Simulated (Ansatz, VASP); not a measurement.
## Pd in VASP and in Ansatz

```
CELL_PARAMETERS angstrom
0.00000 1.98860 1.98860
1.98860 0.00000 1.98860
1.98860 1.98860 0.00000
ATOMIC_POSITIONS crystal
Pd 0.00000 0.00000 0.00000
```

Alike in both runs: task single point; functional BLYP; k mesh 22 × 22 × 22; occupations fermi-dirac, width 0.1 eV; no spin polarisation.

|  | VASP | Ansatz |
| --- | --- | --- |
| version | VASP 6.6.1 | Ansatz 0.2.0 |
| potentials or method | VASP PAW PBE potentials, release 64 (Pd), cutoff 520 eV | plane waves (420 eV) with PAW, scalar-relativistic |
| valence electrons in the cell | 10 | 18 |

VASP gave:

```
pressure (GPa) : 6.3
```

Task: What did Ansatz give for the same quantities?

Result: Pressure (GPa): 6.0.

VASP's potentials were made for PBE, not for BLYP. VASP's potentials hold 10 valence electrons a cell and Ansatz's 18, so a difference there can come from the potentials and not from the codes.
